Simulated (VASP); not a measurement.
The system is Be.

```
CELL_PARAMETERS angstrom
0.00000 2.22075 2.22075
2.22075 0.00000 2.22075
2.22075 2.22075 0.00000
ATOMIC_POSITIONS crystal
Be 0.12500 0.12500 0.12500
Be 0.87500 0.87500 0.87500
```

```yaml
Program: VASP 6.6.1
Task: relaxation of cell and atoms
Functional: revPBE
Potentials_or_basis: VASP PAW PBE potentials, release 64 (Be)
Cutoff: 600 eV
k_mesh: 12 × 12 × 12
Occupations: fermi-dirac, width 0.1 eV
Spin: no spin polarisation
```

At the start: pressure 22.7 GPa; volume 10.95 Å³/atom.

Q: Where does the relaxation end?

A: Over 4 steps the energy falls by 228.7 meV/atom and the volume is 15.01 Å³/atom (+37.1 %); space group Fd-3m (No. 227, to 0.05 Å).

Step by step:
```csv
step,energy change (eV),largest force (eV/Å),pressure (GPa),volume (Å³)
1,0.0000,0.0000,22.67,21.90
2,-0.4156,0.0000,5.00,27.19
3,-0.4553,0.0000,1.01,29.39
4,-0.4574,0.0000,0.08,30.02
```

Final structure:
```yaml
crystal:
  lattice:
    - [0.00000, 2.46684, 2.46684]
    - [2.46684, 0.00000, 2.46684]
    - [2.46684, 2.46684, 0.00000]
  atoms:
    - { symbol: Be, position: [0.12500, 0.12500, 0.12500] }
    - { symbol: Be, position: [0.87500, 0.87500, 0.87500] }
```

Caveat: the volume moved by over 15 % at a fixed basis, so the end points are rough; the PAW data sets were made with another functional, which shifts forces and pressure a little.
